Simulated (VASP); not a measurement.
# PtSe2 in VASP: single point with PBE

Aim: the single point of PtSe2 with PBE.

Everything below comes from runs of VASP 6.6.1. Logs are shortened: lines on timing, memory, paths and dates and some standing lists are left out, and cuts for length are marked.

### 1 The cell of the first run

The typed cell holds 3 atoms: a = 3.745 Å, b = 3.745 Å, c = 5.326 Å, α = 90.00°, β = 90.00°, γ = 60.00°.

### 2 Single point, PBE, non-collinear spin, zero start, spin-orbit coupling

Contents of INCAR:

```
SYSTEM = PtSe2
PREC = Accurate
ENCUT = 520
EDIFF = 1E-7
ISMEAR = 1
SIGMA = 0.0603
LREAL = .False.
LASPH = .True.
NELM = 150
ALGO = Normal
ISIF = 2
LWAVE = .False.
LCHARG = .True.
LNONCOLLINEAR = .True.
MAGMOM = 0 0 0 0 0 0 0 0 0
LORBIT = 11
LSORBIT = .True.
GGA_COMPAT = .False.
LORBMOM = .True.
LMAXMIX = 4
GGA = PE
LVHAR = .True.
NBANDS = 35
```

Contents of KPOINTS:

```
regular mesh
0
Gamma
  8 8 5
  0 0 0
```

Contents of POSCAR:

```
PtSe2
1.0
    1.8725980000      3.2434340000      0.0000000000
   -1.8725980000      3.2434340000      0.0000000000
    0.0000000000      0.0000000000      5.3260590000
Pt Se
1 2
Direct
    0.0000000000      0.0000000000      0.0000000000
    0.3333000000      0.3334000000      0.2270000000
    0.6667000000      0.6666000000      0.7730000000
```

Potentials or basis: VASP PAW PBE potentials, release 64 (Pt, Se).

The run is started by

```sh
cat potpaw_PBE.64/Pt/POTCAR potpaw_PBE.64/Se/POTCAR > POTCAR
mpirun -np 1 vasp_ncl > vasp.out
```

OUTCAR:

```text
SYSTEM = PtSe2
   PREC = Accurate
   ENCUT = 520
   EDIFF = 1E-7
   ISMEAR = 1
   LREAL = .False.
   LASPH = .True.
   NELM = 150
   ISIF = 2
   LNONCOLLINEAR = .True.
   LORBIT = 11
   LSORBIT = .True.
   GGA = PE

 ion  position               nearest neighbor table
   1  0.000  0.000  0.000-   3 2.48   2 2.48   3 2.48   2 2.48   3 2.48   2 2.48
   2  0.333  0.333  0.227-   1 2.48   1 2.48   1 2.48
   3  0.667  0.667  0.773-   1 2.48   1 2.48   1 2.48

  LATTYP: Found a hexagonal cell.
 ALAT       =     3.7451952395
 C/A-ratio  =     1.4221044991

  Lattice vectors:

 A1 = (   1.8725980000,  -3.2434340000,   0.0000000000)
 A2 = (   1.8725980000,   3.2434340000,   0.0000000000)
 A3 = (   0.0000000000,   0.0000000000,   5.3260590000)

Analysis of symmetry for initial positions (statically):
=====================================================================
 Subroutine PRICEL returns:
 Original cell was already a primitive cell.

 Routine SETGRP: Setting up the symmetry group for a
 hexagonal supercell.

 Subroutine GETGRP returns: Found  4 space group operations
 (whereof  4 operations were pure point group operations)
 out of a pool of 24 trial point group operations.

The static configuration has the point symmetry C_2h.

Analysis of symmetry for dynamics (positions and initial velocities):
=====================================================================
 Subroutine PRICEL returns:
 Original cell was already a primitive cell.

 Routine SETGRP: Setting up the symmetry group for a
 hexagonal supercell.

 Subroutine GETGRP returns: Found  4 space group operations
 (whereof  4 operations were pure point group operations)
 out of a pool of 24 trial point group operations.

The dynamic configuration has the point symmetry C_2h.

Analysis of structural, dynamic, and magnetic symmetry:
=====================================================================
 Subroutine PRICEL returns:
 Original cell was already a primitive cell.

 Routine SETGRP: Setting up the symmetry group for a
 hexagonal supercell.

 Subroutine GETGRP returns: Found  4 space group operations
 (whereof  4 operations were pure point group operations)
 out of a pool of 24 trial point group operations.

The overall configuration has the point symmetry C_2h.

 Subroutine INISYM returns: Found  4 space group operations
 (whereof  4 operations are pure point group operations),
[... 1071 lines left out ...]
      0.00000      0.00000      0.00000        -0.000000     -0.000000      0.000000
     -0.00019      2.16240      1.20902         0.002055     -0.001186      1.196842
      0.00019      4.32447      4.11704        -0.002055      0.001186     -1.196842
 -----------------------------------------------------------------------------------
    total drift:                               -0.000000      0.000000     -0.000000

  FREE ENERGIE OF THE ION-ELECTRON SYSTEM (eV)
  ---------------------------------------------------
  free  energy   TOTEN  =       -14.5470136074 eV

  energy  without entropy=      -14.5470974626  energy(sigma->0) =      -14.54704156

 orbital moment (x)

 # of ion     p       d       tot
 ----------------------------------------
  1        -0.000  -0.000  -0.000
  2         0.000   0.000   0.000
  3         0.000   0.000   0.000
 ----------------------------------------
            0.000  -0.000  -0.000

 orbital moment (y)

 # of ion     p       d       tot
 ----------------------------------------
  1        -0.000  -0.000  -0.000
  2         0.000   0.000   0.000
  3         0.000   0.000   0.000
 ----------------------------------------
            0.000  -0.000  -0.000

 orbital moment (z)

 # of ion     p       d       tot
 ----------------------------------------
  1        -0.000  -0.000  -0.000
  2         0.000   0.000   0.000
  3         0.000   0.000   0.000
 ----------------------------------------
           -0.000  -0.000  -0.000

 Spin-Orbit-Coupling matrix elements

 Ion:    1  E_soc:     -0.7279864
 l=   1
     0.0000000    -0.0353339    -0.0371622
    -0.0353339     0.0000000    -0.0353368
    -0.0371622    -0.0353368     0.0000000
 l=   2
     0.0000000    -0.0186352     0.0000000    -0.0186347    -0.0650938
    -0.0186352     0.0000000    -0.0466635    -0.0231994    -0.0186355
     0.0000000    -0.0466635     0.0000000    -0.0466626     0.0000000
    -0.0186347    -0.0231994    -0.0466626     0.0000000    -0.0186355
    -0.0650938    -0.0186355     0.0000000    -0.0186355     0.0000000
 l=   3
     0.0000000     0.0000000     0.0000000     0.0000000     0.0000000     0.0000000     0.0000000
     0.0000000     0.0000000     0.0000000     0.0000000     0.0000000     0.0000000     0.0000000
     0.0000000     0.0000000     0.0000000     0.0000000     0.0000000     0.0000000     0.0000000
     0.0000000     0.0000000     0.0000000     0.0000000     0.0000000     0.0000000     0.0000000
[... 29 lines left out ...]
 l=   2
     0.0000000     0.0000008     0.0000000     0.0000008    -0.0000160
     0.0000008     0.0000000    -0.0000106    -0.0000041     0.0000008
     0.0000000    -0.0000106     0.0000000    -0.0000106     0.0000000
     0.0000008    -0.0000041    -0.0000106     0.0000000     0.0000008
    -0.0000160     0.0000008     0.0000000     0.0000008     0.0000000
 l=   3
     0.0000000     0.0000000     0.0000000     0.0000000     0.0000000     0.0000000     0.0000000
     0.0000000     0.0000000     0.0000000     0.0000000     0.0000000     0.0000000     0.0000000
     0.0000000     0.0000000     0.0000000     0.0000000     0.0000000     0.0000000     0.0000000
     0.0000000     0.0000000     0.0000000     0.0000000     0.0000000     0.0000000     0.0000000
     0.0000000     0.0000000     0.0000000     0.0000000     0.0000000     0.0000000     0.0000000
     0.0000000     0.0000000     0.0000000     0.0000000     0.0000000     0.0000000     0.0000000
     0.0000000     0.0000000     0.0000000     0.0000000     0.0000000     0.0000000     0.0000000

 total charge

# of ion       s       p       d       tot
------------------------------------------
    1        0.704   0.776   8.023   9.503
    2        1.480   2.268   0.070   3.819
    3        1.480   2.268   0.070   3.819
--------------------------------------------------
tot          3.665   5.313   8.163  17.141

 magnetization (x)

# of ion       s       p       d       tot
------------------------------------------
    1        0.000   0.000   0.000   0.000
    2        0.000   0.000  -0.000   0.000
    3        0.000   0.000  -0.000   0.000
--------------------------------------------------
tot          0.000   0.000   0.000   0.000

 magnetization (y)

# of ion       s       p       d       tot
------------------------------------------
    1        0.000   0.000   0.000   0.000
    2        0.000   0.000  -0.000   0.000
    3        0.000   0.000  -0.000   0.000
--------------------------------------------------
tot          0.000   0.000   0.000   0.000

 magnetization (z)

# of ion       s       p       d       tot
------------------------------------------
    1        0.000   0.000   0.000   0.000
    2        0.000   0.000   0.000   0.000
    3        0.000   0.000   0.000   0.000
--------------------------------------------------
tot          0.000   0.000   0.000   0.000
```

stdout:

```text
POSCAR found type information on POSCAR PtSe
 POSCAR found :  2 types and       3 ions
 scaLAPACK will be used
 LDA part: xc-table for (Slater+PW92), standard interpolation
 POSCAR, INCAR and KPOINTS ok, starting setup
 FFT: planning ... GRIDC
 FFT: planning ... GRID_SOFT
 FFT: planning ... GRID
 WAVECAR not read
 entering main loop
```

It took 3.3 min on 1 thread of AMD EPYC 9R45 (Zen 5), shared host; peak memory 0.47 GiB.

Results:

| Property | Result |
| --- | --- |
| Free energy | -14.5470 eV |
| Pressure | 8.2 GPa |
| Largest force | 1.197 eV/Å |
| Net moment | 0.00 μB per cell |
| Valence electrons inside the program's atomic spheres | Pt 9.50; Se 3.82 |

Forces on the atoms (eV/Å):
```
Pt   0.000  0.000  0.000
Se   0.002 -0.001  1.197
Se  -0.002  0.001 -1.197
```

Moments on the atoms (μB; x, y, z):
```
Pt  0.00 0.00 0.00
Se  0.00 0.00 0.00
Se  0.00 0.00 0.00
```

Caveat: the cell stands under pressure; forces of over 1 eV/Å act on the atoms, so gaps and moduli don't describe the material at rest.
